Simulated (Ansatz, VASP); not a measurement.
This is a calculation of Na for VASP 6.6.1.

File INCAR:

```
ALGO = Normal
EDIFF = 1E-6
ENCUT = 520
GGA = PS
ISIF = 2
ISMEAR = -1
LASPH = T
LCHARG = F
LREAL = F
LWAVE = F
NBANDS = 22
NELM = 80
PREC = Accurate
SIGMA = 0.05
```

Contents of KPOINTS:

```
k-points
0
Gamma
  8 8 3
```

File POSCAR:

```
Na
1.0
    3.6755475868      0.0000000000      0.0000000000
   -1.8377737934      3.1831175830      0.0000000000
    0.0000000000      0.0000000000     12.4531759071
Na
4
Direct
    0.6666666667      0.3333333333      0.7500000000
    0.0000000000      0.0000000000      0.5000000000
    0.3333333333      0.6666666667      0.2500000000
    0.0000000000      0.0000000000      0.0000000000
```

Potentials or basis: VASP PAW PBE potentials, release 64 (Na_pv).

Command:

```console
$ cat potpaw_PBE.64/Na_pv/POTCAR > POTCAR
$ mpirun -np 1 vasp_std > vasp.out
```

Translate it to Ansatz 0.2.0. Potentials there: Ansatz PAW.

As run (the cutoff follows the program's own potentials):

Contents of input.yaml:

```yaml
crystal:
  lattice:
    - [3.6755475868, 0.0, 0.0]
    - [-1.8377737934, 3.183117583, 0.0]
    - [0.0, 0.0, 12.4531759071]
  atoms:
    - { symbol: Na, position: [0.6666666667, 0.3333333333, 0.75] }
    - { symbol: Na, position: [0.0, 0.0, 0.5] }
    - { symbol: Na, position: [0.3333333333, 0.6666666667, 0.25] }
    - { symbol: Na, position: [0.0, 0.0, 0.0] }
hamiltonian:
  xc: pbesol
  pseudopotentials: { kind: paw }
kpoints:
  mp_grid: { grid: [8, 8, 3] }
scf:
  occupations: { method: fermi_dirac, width: 0.05 }
output:
  forces: true
  stress: true
  eigenvalues: true
```

Potentials or basis: Ansatz PAW.

The run is started by

```bash
$ ansatz run input.yaml --threads 1 --pin off --max-ram 3584MiB --backend cpu --events-out ev --progress --plain --runs-dir out
```

Both were run:

|  | VASP | Ansatz | Ansatz less VASP |
| --- | --- | --- | --- |
| gap on the k mesh at the Fermi level (eV) | none | none | - |
| pressure (GPa) | 0.0 | 0.0 | -0.01 |
| traceless stress, the component that is largest in VASP (GPa) | -0.67 | -0.66 | +0.001 |

VASP's potentials were made for PBE, not for PBEsol. A gap of «none» marks a metal or a gap that the smearing closes. VASP's potentials hold 28 valence electrons a cell and Ansatz's 36, so a difference there can come from the potentials and not from the codes.
